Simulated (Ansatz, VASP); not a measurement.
## Two plane-wave programs on AlRu

File POSCAR:

```
AlRu
1.0
    2.9709909553      0.0000000000      0.0000000000
    0.0000000000      2.9709909553      0.0000000000
    0.0000000000      0.0000000000      2.9709909553
Al Ru
1 1
Direct
    0.0000000000      0.0000000000      0.0000000000
    0.5000000000      0.5000000000      0.5000000000
```

The input INCAR.step1:

```
SYSTEM = AlRu
  PREC = Accurate
  ENCUT = 520
  ISMEAR = 0
  SIGMA = 0.1
  LREAL = .False.
  LASPH = .True.
  NELM = 100
  NBANDS = 16
  GGA = PE
  ALGO = Normal
  EDIFF = 1E-4
  LWAVE = .True.
  LCHARG = .False.
```

INCAR.step2

```
SYSTEM = AlRu
  PREC = Accurate
  ENCUT = 520
  EDIFF = 1E-6
  ISMEAR = 0
  SIGMA = 0.1
  LREAL = .False.
  LASPH = .True.
  NELM = 100
  ALGO = Normal
  ISIF = 2
  LWAVE = .False.
  LCHARG = .False.
  METAGGA = R2SCAN
  LMIXTAU = .True.
  NBANDS = 16
  ISTART = 1
```

Contents of KPOINTS:

```
Automatic mesh
0
Gamma
  6 6 6
  0 0 0
```

Input for Ansatz:

```yaml
crystal:
  lattice:
    - [2.9709909553, 0.0, 0.0]
    - [0.0, 2.9709909553, 0.0]
    - [0.0, 0.0, 2.9709909553]
  atoms:
    - { symbol: Al, position: [0.0, 0.0, 0.0] }
    - { symbol: Ru, position: [0.5, 0.5, 0.5] }
basis:
  ecutwfc: 500
kpoints:
  mp_grid: { grid: [6, 6, 6] }
hamiltonian:
  xc: r2scan
scf:
  occupations: { method: gaussian, width: 0.1 }
output:
  forces: true
  stress: true
  eigenvalues: true
```

Alike in both runs: task single point; functional r2SCAN; k mesh 6 × 6 × 6; occupations gaussian, width 0.1 eV; no spin polarisation.

|  | VASP | Ansatz |
| --- | --- | --- |
| version | VASP 6.6.1 | Ansatz 0.2.0 |
| potentials or method | VASP PAW PBE potentials, release 64 (Al, Ru_pv), cutoff 520 eV | scalar-relativistic, plane waves, PAW |
| valence electrons in the cell | 17 | 19 |

```tsv
	VASP	Ansatz	Ansatz less VASP
gap on the k mesh at the Fermi level (eV)	none	none	-
pressure (GPa)	2.6	2.5	-0.12
```

VASP's potentials were made for PBE, not for r2SCAN. A gap of «none» marks a metal or a gap that the smearing closes. VASP's potentials hold 17 valence electrons a cell and Ansatz's 19, so a difference there can come from the potentials and not from the codes.
